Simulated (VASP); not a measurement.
# Mo: single point with LDA

The system is Mo.

```
CELL_PARAMETERS angstrom
2.72939 0.00000 0.00000
-1.36470 2.36372 0.00000
0.00000 0.00000 2.46399
ATOMIC_POSITIONS crystal
Mo 0.00000 0.00000 0.50000
```

```
Program             : VASP 6.6.1
Task                : single point
Functional          : LDA
Potentials or basis : VASP PAW LDA potentials, release 64 (Mo_sv)
Cutoff              : 520 eV
k mesh              : 11 × 11 × 11
Occupations         : methfessel-paxton, width 0.15 eV
Spin                : no spin polarisation
```

```yaml
Pressure: 1.1 GPa
Band_gap_on_the_k_mesh: zero (band 7 reaches 12.90 eV, above the bottom of band 8 at 11.00 eV)
```

Stress tensor (GPa, compression positive):
```
0.93 0.00 0.00
0.00 0.93 0.00
0.00 0.00 1.47
```

Levels at points of the mesh, in eV from the Fermi level:
```tsv
k point	band 3	band 4	band 5	band 6	band 7	band 8	band 9	band 10	band 11	band 12
(0.00, 0.00, 0.00)	-34.07	-33.75	-6.81	-4.54	-0.96	-0.96	4.57	4.57	12.88	17.08
```

Run time: 8.3 s on 1 thread of Intel(R) Xeon(R) Platinum 8375C CPU @ 2.90GHz (Ice Lake), on a shared host, peak memory 0.13 GiB.
